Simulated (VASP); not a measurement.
Write the native input for VASP 6.6.1 that does the following.

| Item | Value |
| --- | --- |
| Task | relaxation of cell and atoms |
| Functional | LDA |
| Potentials or basis | VASP PAW LDA potentials, release 64 (Ta_pv, Ru_pv) |
| Cutoff | 600 eV |
| k mesh | 14 × 14 × 14 |
| Occupations | gaussian, width 0.1 eV |
| Spin | no spin polarisation |
| Dipole correction | no |
| Further INCAR settings | ALGO = Normal; EDIFF = 1e-07; IBRION = 2; EDIFFG = -0.005; NSW = 100; ISIF = 3 |

The structure of TaRu lies in POSCAR:

```
TaRu
1.0
    3.1194155737      0.0000000000      0.0000000000
    0.0000000000      3.1194155737      0.0000000000
    0.0000000000      0.0000000000      3.1194155737
Ta Ru
1 1
Direct
    0.5000000000      0.5000000000      0.5000000000
    0.0000000000      0.0000000000      0.0000000000
```

One way to write it, as run:

INCAR

```
SYSTEM = TaRu
ALGO = Normal
EDIFF = 1E-7
EDIFFG = -0.005
ENCUT = 600
GGA = CA
IBRION = 2
ISIF = 3
ISMEAR = 0
LASPH = .True.
LCHARG = .False.
LREAL = .False.
LWAVE = .False.
NELM = 80
NSW = 100
PREC = Accurate
SIGMA = 0.1
```

KPOINTS

```
k-points
0
Gamma
  14 14 14
  0 0 0
```

Potentials or basis: VASP PAW LDA potentials, release 64 (Ta_pv, Ru_pv).

Command:

```console
$ cat potpaw_LDA.64/Ta_pv/POTCAR potpaw_LDA.64/Ru_pv/POTCAR > POTCAR
$ mpirun -np 1 vasp_std > vasp.out
```

Results of the run:

```json
{
 "Relaxed volume": "15.22 Å³/atom",
 "Relaxed cell": "a = 3.122 Å, b = 3.122 Å, c = 3.122 Å, α = 90.00°, β = 90.00°, γ = 90.00°",
 "Space group after relaxing (to 0.05 Å)": "Pm-3m (No. 221)",
 "Energy gained by relaxing": "0.1 meV/atom",
 "Ionic steps": "3",
 "Pressure after relaxing": "0.0 GPa"
}
```

Wall time 2.2 min on 1 thread of Intel(R) Xeon(R) Platinum 8259CL CPU @ 2.50GHz (Skylake/Cascade Lake) (shared host), peak memory 0.21 GiB.
